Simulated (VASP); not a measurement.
# Be2C (Fm-3m) in VASP: a series of runs

Runs on Be2C. Level: r2SCAN. Tasks: single point.

Everything below comes from runs of VASP 6.6.1. Logs are shortened: lines on timing, memory, paths and dates and some standing lists are left out, and cuts for length are marked.

## Step 1: The cell of the first run

The structure is cubic, space group Fm-3m (No. 225). The conventional cell has a = 4.321 Å, b = 4.321 Å, c = 4.321 Å, α = 90.00°, β = 90.00°, γ = 90.00°. Within 2.5 Å of C (site symmetry m-3m) lie 8 Be at 1.87 Å. Be (site symmetry -43m) has 4 C at 1.87 Å and 6 Be at 2.16 Å within 2.5 Å.

## Step 2: Single point, r2SCAN

Input file POSCAR:

```
Be2C
1.0
    0.0000000000      2.1604856482      2.1604856482
    2.1604856482      0.0000000000      2.1604856482
    2.1604856482      2.1604856482      0.0000000000
C Be
1 2
Direct
    0.0000000000      0.0000000000      0.0000000000
    0.2500000000      0.2500000000      0.2500000000
    0.7500000000      0.7500000000      0.7500000000
```

Input file INCAR.step1:

```
PREC = Accurate ; ENCUT = 660
ISMEAR = 0 ; SIGMA = 0.01
LREAL = False ; LASPH = True
NELM = 120 ; NBANDS = 11
GGA = PE ; ALGO = Normal
EDIFF = 1E-5 ; LWAVE = True
LCHARG = False ; GGA_COMPAT = False
```

Input file INCAR.step2:

```
PREC = Accurate ; ENCUT = 660
EDIFF = 1E-6 ; ISMEAR = 0
SIGMA = 0.01 ; LREAL = False
LASPH = True ; NELM = 120
ALGO = Normal ; ISIF = 2
LWAVE = False ; LCHARG = False
METAGGA = R2SCAN ; LMIXTAU = True
NBANDS = 11 ; ISTART = 1
GGA_COMPAT = False
```

Input file KPOINTS:

```
Automatic mesh
0
Gamma
  8 8 8
```

Potentials or basis: VASP PAW PBE potentials, release 64 (C, Be).

The run is started by

```sh
$ cat potpaw_PBE.64/C/POTCAR potpaw_PBE.64/Be/POTCAR > POTCAR
$ cp INCAR.step1 INCAR
$ mpirun -np 1 vasp_std > vasp.out
$ cp INCAR.step2 INCAR
$ mpirun -np 1 vasp_std > vasp.out
```

OUTCAR:

```text
PREC = Accurate
   ENCUT = 660
   EDIFF = 1E-6
   ISMEAR = 0
   LREAL = False
   LASPH = True
   NELM = 120
   ISIF = 2
   METAGGA = R2SCAN
   ISTART = 1

 ion  position               nearest neighbor table
   1  0.000  0.000  0.000-   3 1.87   3 1.87   3 1.87   2 1.87   3 1.87   2 1.87   2 1.87   2 1.87

   2  0.250  0.250  0.250-   1 1.87   1 1.87   1 1.87   1 1.87   3 2.16   3 2.16   3 2.16   3 2.16
                             3 2.16   3 2.16
   3  0.750  0.750  0.750-   1 1.87   1 1.87   1 1.87   1 1.87   2 2.16   2 2.16   2 2.16   2 2.16
                             2 2.16   2 2.16

  LATTYP: Found a face centered cubic cell.
 ALAT       =     4.3209712964

  Lattice vectors:

 A1 = (   0.0000000000,   2.1604856482,   2.1604856482)
 A2 = (   2.1604856482,   0.0000000000,   2.1604856482)
 A3 = (   2.1604856482,   2.1604856482,   0.0000000000)

Analysis of symmetry for initial positions (statically):
=====================================================================
 Subroutine PRICEL returns:
 Original cell was already a primitive cell.

 Routine SETGRP: Setting up the symmetry group for a
 face centered cubic supercell.

 Subroutine GETGRP returns: Found 48 space group operations
 (whereof 48 operations were pure point group operations)
 out of a pool of 48 trial point group operations.

The static configuration has the point symmetry O_h .

Analysis of symmetry for dynamics (positions and initial velocities):
=====================================================================
 Subroutine PRICEL returns:
 Original cell was already a primitive cell.

 Routine SETGRP: Setting up the symmetry group for a
 face centered cubic supercell.

 Subroutine GETGRP returns: Found 48 space group operations
 (whereof 48 operations were pure point group operations)
 out of a pool of 48 trial point group operations.

The dynamic configuration has the point symmetry O_h .

 Subroutine INISYM returns: Found 48 space group operations
 (whereof 48 operations are pure point group operations),
 and found     1 'primitive' translations

----------------------------------------------------------------------------------------

                                     Primitive cell

  volume of cell :      20.1690

  direct lattice vectors                    reciprocal lattice vectors
     0.000000000  2.160485648  2.160485648    -0.231429448  0.231429448  0.231429448
     2.160485648  0.000000000  2.160485648     0.231429448 -0.231429448  0.231429448
     2.160485648  2.160485648  0.000000000     0.231429448  0.231429448 -0.231429448

  length of vectors
     3.055388105  3.055388105  3.055388105     0.400847562  0.400847562  0.400847562

  position of ions in fractional coordinates (direct lattice)
     0.000000000  0.000000000  0.000000000
     0.250000000  0.250000000  0.250000000
     0.750000000  0.750000000  0.750000000

  ion indices of the primitive-cell ions
   primitive index   ion index
                 1           1
                 2           2
                 3           3

----------------------------------------------------------------------------------------

 KPOINTS: Automatic mesh

Automatic generation of k-mesh.
 Grid dimensions read from file:
 generate k-points for:    8    8    8

 Generating k-lattice:

  Cartesian coordinates                     Fractional coordinates (reciprocal lattice)
    -0.028928681  0.028928681  0.028928681     0.125000000  0.000000000  0.000000000
     0.028928681 -0.028928681  0.028928681     0.000000000  0.125000000  0.000000000
     0.028928681  0.028928681 -0.028928681     0.000000000  0.000000000  0.125000000

  Length of vectors
     0.050105945  0.050105945  0.050105945

  Shift w.r.t. Gamma in fractional coordinates (k-lattice)
     0.000000000  0.000000000  0.000000000

 Subroutine IBZKPT returns following result:
 ===========================================

 Found     29 irreducible k-points:

 Following reciprocal coordinates:
            Coordinates               Weight
  0.000000  0.000000  0.000000      1.000000
  0.125000  0.000000  0.000000      8.000000
  0.250000  0.000000  0.000000      8.000000
  0.375000  0.000000  0.000000      8.000000
  0.500000  0.000000  0.000000      4.000000
  0.125000  0.125000  0.000000      6.000000
[... 16 lines left out ...]
  0.500000  0.250000  0.125000     48.000000
 -0.375000  0.250000  0.125000     24.000000
 [... further k-points ...]
   k-points           NKPTS =     29   k-points in BZ     NKDIM =     29   number of bands    NBANDS=     11
   number of dos      NEDOS =    301   number of ions     NIONS =      3
   total plane-waves  NPLWV =  21952
   dimension x,y,z NGX =    28 NGY =   28 NGZ =   28
   dimension x,y,z NGXF=    56 NGYF=   56 NGZF=   56
   ions per type =               1   2
   NGX,Y,Z   is equivalent  to a cutoff of  15.24, 15.24, 15.24 a.u.
   NGXF,Y,Z  is equivalent  to a cutoff of  30.47, 30.47, 30.47 a.u.
 SYSTEM =  unknown system
   PREC   = accura    normal or accurate (medium, high low for compatibility)
   ISTART =      1    job   : 0-new  1-cont  2-samecut
   ICHARG =      0    charge: 1-file 2-atom 10-const
   ISPIN  =      1    spin polarized calculation?
   LNONCOLLINEAR =      F non collinear calculations
   LSORBIT =      F    spin-orbit coupling
   LASPH  =      T    aspherical Exc in radial PAW
   ENCUT  =  660.0 eV  48.51 Ry    6.96 a.u.   6.40  6.40  6.40*2*pi/ulx,y,z
   NELM   =    120;   NELMIN=  2; NELMDL=  0     # of ELM steps
   EDIFF  = 0.1E-05   stopping-criterion for ELM
   LREAL  =      F    real-space projection
   EDIFFG = 0.1E-04   stopping-criterion for IOM
   NSW    =      0    number of steps for IOM
   IBRION =     -1    ionic relax: 0-MD 1-quasi-New 2-CG
   NFREE  =      0    steps in history (QN), initial steepest desc. (CG)
   ISIF   =      2    stress and relaxation
   ISYM   =      2    0-nonsym 1-usesym 2-fastsym
   POTIM  = 0.5000    time-step for ionic-motion
   TEBEG  =    0.0;   TEEND  =   0.0 temperature during run
   PSTRESS=    0.0 pullay stress
   NELECT =       8.0000    total number of electrons
   NUPDOWN=      -1.0000    fix difference up-down
   EMIN   =  10.00;   EMAX   =-10.00  energy-range for DOS
   EFERMI =   0.00;   METHOD = LEGACY
   ISMEAR =     0;   SIGMA  =   0.01  broadening in eV -4-tet -1-fermi 0-gaus
   EFERMI_NEDOS =   21; number of points for ismear=-14 and -15
   IALGO  =     38    algorithm
   IMIX   =      4    mixing-type and parameters
     AMIX     =   0.40;   BMIX     =  1.00
     AMIX_MAG =   1.60;   BMIX_MAG =  1.00
  volume/ion in A,a.u.               =       6.72        45.37
  Fermi-wavevector in a.u.,A,eV,Ry     =   1.202846  2.273050 19.685440  1.446839
  Thomas-Fermi vector in A             =   2.338616
   LORBIT       =      0    0 simple, 1 ext, 2 COOP (PROOUT), +10 PAW based schemes
   METAGGA = R2SCAN    functional components
   LHFCALC =     F    Hartree Fock is set to
   AEXX    =    0.0000 exact exchange contribution
   IVDW    =     0    specifies the selected vdW correction
   LEPSILON=     F    determine dielectric tensor
   LRPA    =     F    only Hartree local field effects (RPA)
 non-spin polarized calculation
 Gauss-broadening in eV      SIGMA  =   0.01
  energy-cutoff  :      660.00
  volume of cell :       20.17
 maximum number of plane-waves:       791
 NGX is ok and might be reduce to    28
   NGX = 13   NGY = 13   NGZ = 13

 number of electron       8.0000000 magnetization

 Free energy of the ion-electron system (eV)
  ---------------------------------------------------
  ext. energy  EPLUGINS =         0.00000000
  ---------------------------------------------------
  free energy    TOTEN  =       -19.47549390 eV

  energy without entropy =      -19.47549390  energy(sigma->0) =      -19.47549390

 E-fermi :   7.8309     XC(G=0): -12.0467

 val. band max:        7.7698885501   @ k =   0.0000   0.0000   0.0000
 cond. band min:       9.2961841451   @ k =   0.5000   0.5000   0.0000
 fundamental gap:      1.5262955950
 Fermi energy:         7.8308913006

 k-point     1 :       0.0000    0.0000    0.0000
  band No.  band energies     occupation
      1      -8.2091      2.00000
      2       7.7699      2.00000
      3       7.7699      2.00000
      4       7.7699      2.00000
      5      12.3981      0.00000
      6      12.3981      0.00000
      7      12.3981      0.00000
      8      15.2338      0.00000
      9      22.1968      0.00000
     10      22.1968      0.00000
     11      22.1968      0.00000

 k-point     2 :       0.1250    0.0000    0.0000
  band No.  band energies     occupation
      1      -7.9464      2.00000
      2       5.8182      2.00000
      3       7.3158      2.00000
      4       7.3158      2.00000
      5      13.0720      0.00000
      6      13.0720      0.00000
      7      13.5395      0.00000
      8      15.8872      0.00000
      9      20.5144      0.00000
     10      20.5144      0.00000
     11      22.7807      0.00000

 k-point     3 :       0.2500    0.0000    0.0000
  band No.  band energies     occupation
      1      -7.1792      2.00000
      2       2.7165      2.00000
      3       6.5624      2.00000
      4       6.5624      2.00000
      5      13.8294      0.00000
      6      13.8294      0.00000
      7      14.5352      0.00000
      8      17.3025      0.00000
      9      19.9330      0.00000
     10      19.9330      0.00000
     11      24.3012      0.00000
[... 267 lines left out ...]
 k-point    23 :       0.5000    0.2500    0.1250
  band No.  band energies     occupation
      1      -5.4624      2.00000
      2       0.5180      2.00000
      3       3.3843      2.00000
      4       4.8057      2.00000
      5      13.5329      0.00000
      6      15.1974      0.00000
      7      16.6332      0.00000
      8      18.4217      0.00000
      9      21.0471      0.00000
     10      23.8782      0.00000
     11      26.5288      0.00000

 k-point    24 :      -0.3750    0.2500    0.1250
  band No.  band energies     occupation
      1      -4.7619      2.00000
      2      -0.6166      2.00000
      3       3.4460      2.00000
      4       4.2484      2.00000
      5      13.4734      0.00000
      6      14.9714      0.00000
      7      18.3963      0.00000
      8      19.3243      0.00000
      9      20.8534      0.00000
     10      22.6767      0.00000
     11      26.6989      0.00000

 [... further k-points ...]
[... 5 lines left out ...]
  --------------------------------------------------------------------------------------
  -------------------------------------------------------------------------------------
  Total        0.0983175      0.0983175      0.0983175     -0.0000000      0.0000000      0.0000000
  in kB        7.8101102      7.8101102      7.8101102     -0.0000000      0.0000000      0.0000000
  external PRESSURE =       7.8101102 kB  Pullay stress =       0.0000000 kB

 VOLUME and BASIS-vectors are now :
 -----------------------------------------------------------------------------
  energy-cutoff  :      660.00
  volume of cell :       20.17
      direct lattice vectors                 reciprocal lattice vectors
     0.000000000  2.160485648  2.160485648    -0.231429448  0.231429448  0.231429448
     2.160485648  0.000000000  2.160485648     0.231429448 -0.231429448  0.231429448
     2.160485648  2.160485648  0.000000000     0.231429448  0.231429448 -0.231429448

 POSITION                                       TOTAL-FORCE (eV/Angst)
 -----------------------------------------------------------------------------------
      0.00000      0.00000      0.00000        -0.000000     -0.000000      0.000000
      1.08024      1.08024      1.08024        -0.000000     -0.000000     -0.000000
      3.24073      3.24073      3.24073         0.000000      0.000000      0.000000
 -----------------------------------------------------------------------------------
    total drift:                               -0.000000     -0.000000      0.000000

  FREE ENERGIE OF THE ION-ELECTRON SYSTEM (eV)
  ---------------------------------------------------
  free  energy   TOTEN  =       -19.4754938952 eV

  energy  without entropy=      -19.4754938952  energy(sigma->0) =      -19.47549390
```

Wall time 38 s (1 thread of Intel Xeon 6975P-C (Granite Rapids), shared host); peak memory 0.15 GiB.

What came out:

```yaml
Free_energy: -19.4755 eV
Pressure: 0.8 GPa
Band_gap_on_the_k_mesh: 1.53 eV, indirect (least direct gap 4.63 eV)
```

Levels at points of the mesh, in eV from the valence-band top:
```csv
k point,band 1,band 2,band 3,band 4,band 5,band 6,band 7,band 8
"(0.00, 0.00, 0.00)",-15.98,0.00,0.00,0.00,4.63,4.63,4.63,7.46
"(0.50, 0.00, 0.00)",-13.01,-9.11,-1.91,-1.91,5.54,5.54,7.62,10.83
"(0.50, 0.50, 0.00)",-12.19,-7.15,-4.93,-4.93,1.53,6.21,14.46,14.46
```

Caveat: the PAW data sets were made with another functional, which shifts forces and pressure a little. A k mesh can miss the band edges.

(Part 1 of 2 ends here.)
